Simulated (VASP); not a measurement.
# Cu (Fm-3m) in VASP: further runs, part 2 of 2

VASP 6.6.1.

## 3. Electric field gradients, PBE (volume scaled by 0.9405)

INCAR

```
SYSTEM = Cu
PREC = Accurate
ENCUT = 520
EDIFF = 1E-8
ISMEAR = -1
SIGMA = 0.08
LREAL = .FALSE.
LASPH = .TRUE.
NELM = 80
ALGO = Normal
ISIF = 2
LWAVE = .FALSE.
LCHARG = .FALSE.
GGA = PE
LEFG = .TRUE.
NBANDS = 12
```

KPOINTS

```
Automatic mesh
0
G
  19 19 19
  0 0 0
```

POSCAR

```
Cu
1.0
    0.0000000000      1.7709157724      1.7709157724
    1.7709157724      0.0000000000      1.7709157724
    1.7709157724      1.7709157724      0.0000000000
Cu
1
Direct
    0.0000000000      0.0000000000      0.0000000000
```

Potentials or basis: VASP PAW PBE potentials, release 64 (Cu).

Started as:

```console
$ cat potpaw_PBE.64/Cu/POTCAR > POTCAR
$ mpirun -np 1 vasp_std > vasp.out
```

OUTCAR:

```text
SYSTEM = Cu
   PREC = Accurate
   ENCUT = 520
   EDIFF = 1E-8
   ISMEAR = -1
   LREAL = .FALSE.
   LASPH = .TRUE.
   NELM = 80
   ISIF = 2
   GGA = PE

 ion  position               nearest neighbor table
   1  0.000  0.000  0.000-

  LATTYP: Found a face centered cubic cell.
 ALAT       =     3.5418315448

  Lattice vectors:

 A1 = (   0.0000000000,   1.7709157724,   1.7709157724)
 A2 = (   1.7709157724,   0.0000000000,   1.7709157724)
 A3 = (   1.7709157724,   1.7709157724,   0.0000000000)

Analysis of symmetry for initial positions (statically):
=====================================================================
 Subroutine PRICEL returns:
 Original cell was already a primitive cell.

 Routine SETGRP: Setting up the symmetry group for a
 face centered cubic supercell.

 Subroutine GETGRP returns: Found 48 space group operations
 (whereof 48 operations were pure point group operations)
 out of a pool of 48 trial point group operations.

The static configuration has the point symmetry O_h .

Analysis of symmetry for dynamics (positions and initial velocities):
=====================================================================
 Subroutine PRICEL returns:
 Original cell was already a primitive cell.

 Routine SETGRP: Setting up the symmetry group for a
 face centered cubic supercell.

 Subroutine GETGRP returns: Found 48 space group operations
 (whereof 48 operations were pure point group operations)
 out of a pool of 48 trial point group operations.

The dynamic configuration has the point symmetry O_h .

 Subroutine INISYM returns: Found 48 space group operations
 (whereof 48 operations are pure point group operations),
[... 151 lines left out ...]
      2       5.1427      2.00000
      3       5.1427      2.00000
      4       5.1427      2.00000
      5       6.0465      2.00000
      6       6.0465      2.00000
      7      31.4542      0.00000
      8      34.5818      0.00000
      9      34.5818      0.00000
     10      34.5818      0.00000
     11      37.1389      0.00000
     12      37.1389      0.00000
[... 331 lines left out ...]
 k-point    24 :      -0.2632    0.0526    0.0000
  band No.  band energies     occupation
      1       1.3187      2.00000
      2       4.8420      2.00000
      3       5.2774      2.00000
      4       5.3201      2.00000
      5       6.1053      2.00000
      6       6.3742      2.00000
      7      19.9066      0.00000
      8      28.9804      0.00000
      9      32.2188      0.00000
     10      33.7066      0.00000
     11      35.8046      0.00000
     12      37.2246      0.00000

 [... further k-points ...]
[... 5 lines left out ...]
  --------------------------------------------------------------------------------------
  -------------------------------------------------------------------------------------
  Total        0.8968278      0.8968278      0.8968278      0.0000000     -0.0000000      0.0000000
  in kB      129.3587814    129.3587814    129.3587814      0.0000000     -0.0000000      0.0000000
  external PRESSURE =     129.3587814 kB  Pullay stress =       0.0000000 kB

 VOLUME and BASIS-vectors are now :
 -----------------------------------------------------------------------------
  energy-cutoff  :      520.00
  volume of cell :       11.11
      direct lattice vectors                 reciprocal lattice vectors
     0.000000000  1.770915772  1.770915772    -0.282339797  0.282339797  0.282339797
     1.770915772  0.000000000  1.770915772     0.282339797 -0.282339797  0.282339797
     1.770915772  1.770915772  0.000000000     0.282339797  0.282339797 -0.282339797

 POSITION                                       TOTAL-FORCE (eV/Angst)
 -----------------------------------------------------------------------------------
      0.00000      0.00000      0.00000         0.000000      0.000000      0.000000
 -----------------------------------------------------------------------------------
    total drift:                                0.000000     -0.000000      0.000000

  FREE ENERGIE OF THE ION-ELECTRON SYSTEM (eV)
  ---------------------------------------------------
  free  energy   TOTEN  =        -3.6960270407 eV

  energy  without entropy=       -3.6891967782  energy(sigma->0) =       -3.69261191

 Electric field gradients (V/A^2)
---------------------------------------------------------------------
 ion       V_xx      V_yy      V_zz      V_xy      V_xz      V_yz
---------------------------------------------------------------------
   1      -0.000     0.000     0.000     0.002     0.002     0.002
---------------------------------------------------------------------

 Electric field gradients after diagonalization (V/A^2)
 (convention: |V_zz| > |V_xx| > |V_yy|)
----------------------------------------------------------------------
 ion       V_xx      V_yy      V_zz     asymmetry (V_yy - V_xx)/ V_zz
----------------------------------------------------------------------
   1      -0.002    -0.002     0.003       0.000
----------------------------------------------------------------------

           NMR quadrupolar parameters

 Cq : quadrupolar parameter    Cq=e*Q*V_zz/h
 eta: asymmetry parameters     (V_yy - V_xx)/ V_zz
 Q  : nuclear electric quadrupole moment in mb (millibarn)
----------------------------------------------------------------------
 ion       Cq(MHz)       eta       Q (mb)
----------------------------------------------------------------------
   1       0.000       0.000       1.000
----------------------------------------------------------------------
```

Run time: 23 s. Hardware: 1 thread of Intel Xeon Platinum 8375C at 2.90GHz (Ice Lake), shared host; peak memory 0.14 GiB.

What came out:

| Item | Value |
| --- | --- |
| Free energy | -3.6960 eV |
| Pressure | 12.9 GPa |

Levels at points of the mesh, in eV from the Fermi level:
| k point | band 4 | band 5 | band 6 | band 7 | band 8 | band 9 |
| --- | --- | --- | --- | --- | --- | --- |
| (0.00, 0.00, 0.00) | -3.29 | -2.38 | -2.38 | 23.03 | 26.15 | 26.15 |

Caveat: without QUAD_EFG the Cq values of the log hold for a quadrupole moment of 1 mb, not for the nuclei.

## 4. Electric field gradients, PBE (volume scaled by 0.94)

INCAR

```
SYSTEM = Cu
ALGO     = Normal         ! electronic algorithm
EDIFF    = 1E-8           ! SCF threshold, eV
ENCUT    = 520            ! plane-wave cutoff, eV
GGA      = PE             ! functional
ISIF     = 2              ! what is computed and relaxed
ISMEAR   = -1             ! smearing method
LASPH    = .TRUE.         ! aspherical terms in the spheres
LCHARG   = .FALSE.        ! write CHGCAR
LEFG     = .TRUE.       
LREAL    = .FALSE.        ! projectors in reciprocal space
LWAVE    = .FALSE.        ! write WAVECAR
NBANDS   = 12             ! bands
NELM     = 80             ! most SCF steps
PREC     = Accurate       ! precision mode
SIGMA    = 0.08           ! smearing width, eV
```

KPOINTS

```
k-points
0
G
  19 19 19
  0 0 0
```

POSCAR

```
Cu
1.0
    0.0000000000      1.7706018915      1.7706018915
    1.7706018915      0.0000000000      1.7706018915
    1.7706018915      1.7706018915      0.0000000000
Cu
1
Direct
    0.0000000000      0.0000000000      0.0000000000
```

Potentials or basis: VASP PAW PBE potentials, release 64 (Cu).

Started as:

```console
$ cat potpaw_PBE.64/Cu/POTCAR > POTCAR
$ mpirun -np 1 vasp_std > vasp.out
```

OUTCAR:

```text
SYSTEM = Cu
   EDIFF = 1E-8
   ENCUT = 520
   GGA = PE
   ISIF = 2
   ISMEAR = -1
   LASPH = .TRUE.
   LREAL = .FALSE.
   NELM = 80
   PREC = Accurate

 ion  position               nearest neighbor table
   1  0.000  0.000  0.000-

  LATTYP: Found a face centered cubic cell.
 ALAT       =     3.5412037830

  Lattice vectors:

 A1 = (   0.0000000000,   1.7706018915,   1.7706018915)
 A2 = (   1.7706018915,   0.0000000000,   1.7706018915)
 A3 = (   1.7706018915,   1.7706018915,   0.0000000000)

[... 563 lines left out ...]
    total drift:                                0.000000     -0.000000      0.000000

  FREE ENERGIE OF THE ION-ELECTRON SYSTEM (eV)
  ---------------------------------------------------
  free  energy   TOTEN  =        -3.6955417747 eV

  energy  without entropy=       -3.6887159231  energy(sigma->0) =       -3.69212885

 Electric field gradients (V/A^2)
---------------------------------------------------------------------
 ion       V_xx      V_yy      V_zz      V_xy      V_xz      V_yz
---------------------------------------------------------------------
   1       0.000     0.000    -0.000     0.002     0.002     0.002
---------------------------------------------------------------------

 Electric field gradients after diagonalization (V/A^2)
 (convention: |V_zz| > |V_xx| > |V_yy|)
----------------------------------------------------------------------
 ion       V_xx      V_yy      V_zz     asymmetry (V_yy - V_xx)/ V_zz
----------------------------------------------------------------------
   1      -0.002    -0.002     0.003       0.000
----------------------------------------------------------------------

           NMR quadrupolar parameters

 Cq : quadrupolar parameter    Cq=e*Q*V_zz/h
 eta: asymmetry parameters     (V_yy - V_xx)/ V_zz
 Q  : nuclear electric quadrupole moment in mb (millibarn)
----------------------------------------------------------------------
 ion       Cq(MHz)       eta       Q (mb)
----------------------------------------------------------------------
   1       0.000       0.000       1.000
----------------------------------------------------------------------
```

It took 23 s on 1 thread of Intel Xeon Platinum 8375C at 2.90GHz (Ice Lake), shared host; peak memory 0.14 GiB.

What came out:

| Quantity | Value |
| --- | --- |
| Free energy | -3.6955 eV |
| Pressure | 13.0 GPa |

Levels at points of the mesh, in eV from the Fermi level:
```csv
k point,band 4,band 5,band 6,band 7,band 8,band 9
"(0.00, 0.00, 0.00)",-3.29,-2.38,-2.38,23.03,26.16,26.16
```

Caveat: without QUAD_EFG the Cq values of the log hold for a quadrupole moment of 1 mb, not for the nuclei.

## 5. Electric field gradients, PBE (volume scaled by 0.94)

INCAR

```
ALGO     = Normal         # electronic algorithm
EDIFF    = 1E-8           # SCF threshold, eV
ENCUT    = 520            # plane-wave cutoff, eV
GGA      = PE             # functional
ISIF     = 2              # what is computed and relaxed
ISMEAR   = -1             # smearing method
LASPH    = T              # aspherical terms in the spheres
LCHARG   = F              # write CHGCAR
LEFG     = T            
LREAL    = F              # projectors in reciprocal space
LWAVE    = F              # write WAVECAR
NBANDS   = 12             # bands
NELM     = 60             # most SCF steps
PREC     = Accurate       # precision mode
SIGMA    = 0.08           # smearing width, eV
```

KPOINTS

```
k-points
0
Gamma
  19 19 19
```

POSCAR is that of step 4.

Potentials or basis: VASP PAW PBE potentials, release 64 (Cu).

Started as:

```console
$ cat potpaw_PBE.64/Cu/POTCAR > POTCAR
$ mpirun -np 1 vasp_std > vasp.out
```

OUTCAR:

```text
EDIFF = 1E-8
   ENCUT = 520
   GGA = PE
   ISIF = 2
   ISMEAR = -1
   LASPH = T
   LREAL = F
   NELM = 60
   PREC = Accurate

 ion  position               nearest neighbor table
   1  0.000  0.000  0.000-

  LATTYP: Found a face centered cubic cell.
 ALAT       =     3.5412037830

  Lattice vectors:

 A1 = (   0.0000000000,   1.7706018915,   1.7706018915)
[... 565 lines left out ...]
 -----------------------------------------------------------------------------------
    total drift:                                0.000000     -0.000000      0.000000

  FREE ENERGIE OF THE ION-ELECTRON SYSTEM (eV)
  ---------------------------------------------------
  free  energy   TOTEN  =        -3.6955417747 eV

  energy  without entropy=       -3.6887159231  energy(sigma->0) =       -3.69212885

 Electric field gradients (V/A^2)
---------------------------------------------------------------------
 ion       V_xx      V_yy      V_zz      V_xy      V_xz      V_yz
---------------------------------------------------------------------
   1       0.000     0.000    -0.000     0.002     0.002     0.002
---------------------------------------------------------------------

 Electric field gradients after diagonalization (V/A^2)
 (convention: |V_zz| > |V_xx| > |V_yy|)
----------------------------------------------------------------------
 ion       V_xx      V_yy      V_zz     asymmetry (V_yy - V_xx)/ V_zz
----------------------------------------------------------------------
   1      -0.002    -0.002     0.003       0.000
----------------------------------------------------------------------

           NMR quadrupolar parameters

 Cq : quadrupolar parameter    Cq=e*Q*V_zz/h
 eta: asymmetry parameters     (V_yy - V_xx)/ V_zz
 Q  : nuclear electric quadrupole moment in mb (millibarn)
----------------------------------------------------------------------
 ion       Cq(MHz)       eta       Q (mb)
----------------------------------------------------------------------
   1       0.000       0.000       1.000
----------------------------------------------------------------------
```

Wall time 21 s (1 thread of Intel Xeon Platinum 8375C at 2.90GHz (Ice Lake), shared host); peak memory 0.14 GiB.

Results:

- Free energy: -3.6955 eV
- Pressure: 13.0 GPa

Levels at points of the mesh, in eV from the Fermi level:
```tsv
k point	band 4	band 5	band 6	band 7	band 8	band 9
(0.00, 0.00, 0.00)	-3.29	-2.38	-2.38	23.03	26.16	26.16
```

Caveat: without QUAD_EFG the Cq values of the log hold for a quadrupole moment of 1 mb, not for the nuclei.

## 6. Electric field gradients, PBE (volume scaled by 0.97)

INCAR

```
PREC     = Accurate       # precision mode
ENCUT    = 520            # plane-wave cutoff, eV
EDIFF    = 1E-8           # SCF threshold, eV
ISMEAR   = -1             # smearing method
SIGMA    = 0.08           # smearing width, eV
LREAL    = F              # projectors in reciprocal space
LASPH    = T              # aspherical terms in the spheres
NELM     = 80             # most SCF steps
ALGO     = Normal         # electronic algorithm
ISIF     = 2              # what is computed and relaxed
LWAVE    = F              # write WAVECAR
LCHARG   = F              # write CHGCAR
GGA      = PE             # functional
LEFG     = T            
NBANDS   = 12             # bands
```

KPOINTS

```
Automatic mesh
0
Gamma
  19 19 19
```

POSCAR

```
Cu
1.0
    0.0000000000      1.7892411759      1.7892411759
    1.7892411759      0.0000000000      1.7892411759
    1.7892411759      1.7892411759      0.0000000000
Cu
1
Direct
    0.0000000000      0.0000000000      0.0000000000
```

Potentials or basis: VASP PAW PBE potentials, release 64 (Cu).

Started as:

```console
$ cat potpaw_PBE.64/Cu/POTCAR > POTCAR
$ mpirun -np 1 vasp_std > vasp.out
```

OUTCAR:

```text
PREC = Accurate
   ENCUT = 520
   EDIFF = 1E-8
   ISMEAR = -1
   LREAL = F
   LASPH = T
   NELM = 80
   ISIF = 2
   GGA = PE

 ion  position               nearest neighbor table
   1  0.000  0.000  0.000-

  LATTYP: Found a face centered cubic cell.
 ALAT       =     3.5784823518

  Lattice vectors:

 A1 = (   0.0000000000,   1.7892411759,   1.7892411759)
 A2 = (   1.7892411759,   0.0000000000,   1.7892411759)
 A3 = (   1.7892411759,   1.7892411759,   0.0000000000)

Analysis of symmetry for initial positions (statically):
=====================================================================
 Subroutine PRICEL returns:
 Original cell was already a primitive cell.

 Routine SETGRP: Setting up the symmetry group for a
 face centered cubic supercell.

 Subroutine GETGRP returns: Found 48 space group operations
 (whereof 48 operations were pure point group operations)
 out of a pool of 48 trial point group operations.

The static configuration has the point symmetry O_h .

Analysis of symmetry for dynamics (positions and initial velocities):
=====================================================================
 Subroutine PRICEL returns:
 Original cell was already a primitive cell.

 Routine SETGRP: Setting up the symmetry group for a
 face centered cubic supercell.

 Subroutine GETGRP returns: Found 48 space group operations
 (whereof 48 operations were pure point group operations)
 out of a pool of 48 trial point group operations.

The dynamic configuration has the point symmetry O_h .

 Subroutine INISYM returns: Found 48 space group operations
 (whereof 48 operations are pure point group operations),
 and found     1 'primitive' translations

[... 152 lines left out ...]
      5       5.7025      2.00000
      6       5.7025      2.00000
      7      30.8068      0.00000
      8      33.6892      0.00000
      9      33.6892      0.00000
     10      33.6892      0.00000
     11      36.2082      0.00000
     12      36.2082      0.00000
[... 331 lines left out ...]
 k-point    24 :      -0.2632    0.0526    0.0000
  band No.  band energies     occupation
      1       1.1071      2.00000
      2       4.5580      2.00000
      3       4.9706      2.00000
      4       5.0110      2.00000
      5       5.7597      2.00000
      6       6.0160      2.00000
      7      19.2578      0.00000
      8      28.2089      0.00000
      9      31.4600      0.00000
     10      32.7659      0.00000
     11      34.9199      0.00000
     12      36.3124      0.00000

 [... further k-points ...]
[... 5 lines left out ...]
  --------------------------------------------------------------------------------------
  -------------------------------------------------------------------------------------
  Total        0.5117971      0.5117971      0.5117971      0.0000000      0.0000000      0.0000000
  in kB       71.5767154     71.5767154     71.5767154      0.0000000      0.0000000      0.0000000
  external PRESSURE =      71.5767154 kB  Pullay stress =       0.0000000 kB

 VOLUME and BASIS-vectors are now :
 -----------------------------------------------------------------------------
  energy-cutoff  :      520.00
  volume of cell :       11.46
      direct lattice vectors                 reciprocal lattice vectors
     0.000000000  1.789241176  1.789241176    -0.279448074  0.279448074  0.279448074
     1.789241176  0.000000000  1.789241176     0.279448074 -0.279448074  0.279448074
     1.789241176  1.789241176  0.000000000     0.279448074  0.279448074 -0.279448074

 POSITION                                       TOTAL-FORCE (eV/Angst)
 -----------------------------------------------------------------------------------
      0.00000      0.00000      0.00000        -0.000000     -0.000000      0.000000
 -----------------------------------------------------------------------------------
    total drift:                                0.000000      0.000000      0.000000

  FREE ENERGIE OF THE ION-ELECTRON SYSTEM (eV)
  ---------------------------------------------------
  free  energy   TOTEN  =        -3.7179196725 eV

  energy  without entropy=       -3.7108347197  energy(sigma->0) =       -3.71437720

 Electric field gradients (V/A^2)
---------------------------------------------------------------------
 ion       V_xx      V_yy      V_zz      V_xy      V_xz      V_yz
---------------------------------------------------------------------
   1      -0.000     0.000    -0.000     0.002     0.002     0.002
---------------------------------------------------------------------

 Electric field gradients after diagonalization (V/A^2)
 (convention: |V_zz| > |V_xx| > |V_yy|)
----------------------------------------------------------------------
 ion       V_xx      V_yy      V_zz     asymmetry (V_yy - V_xx)/ V_zz
----------------------------------------------------------------------
   1      -0.002    -0.002     0.005       0.000
----------------------------------------------------------------------

           NMR quadrupolar parameters

 Cq : quadrupolar parameter    Cq=e*Q*V_zz/h
 eta: asymmetry parameters     (V_yy - V_xx)/ V_zz
 Q  : nuclear electric quadrupole moment in mb (millibarn)
----------------------------------------------------------------------
 ion       Cq(MHz)       eta       Q (mb)
----------------------------------------------------------------------
   1       0.000       0.000       1.000
----------------------------------------------------------------------
```

Run time: 21 s. Hardware: 1 thread of Intel Xeon Platinum 8375C at 2.90GHz (Ice Lake), shared host; peak memory 0.14 GiB.

Results:

| Quantity | Value |
| --- | --- |
| Free energy | -3.7179 eV |
| Pressure | 7.2 GPa |

Caveat: without QUAD_EFG the Cq values of the log hold for a quadrupole moment of 1 mb, not for the nuclei.
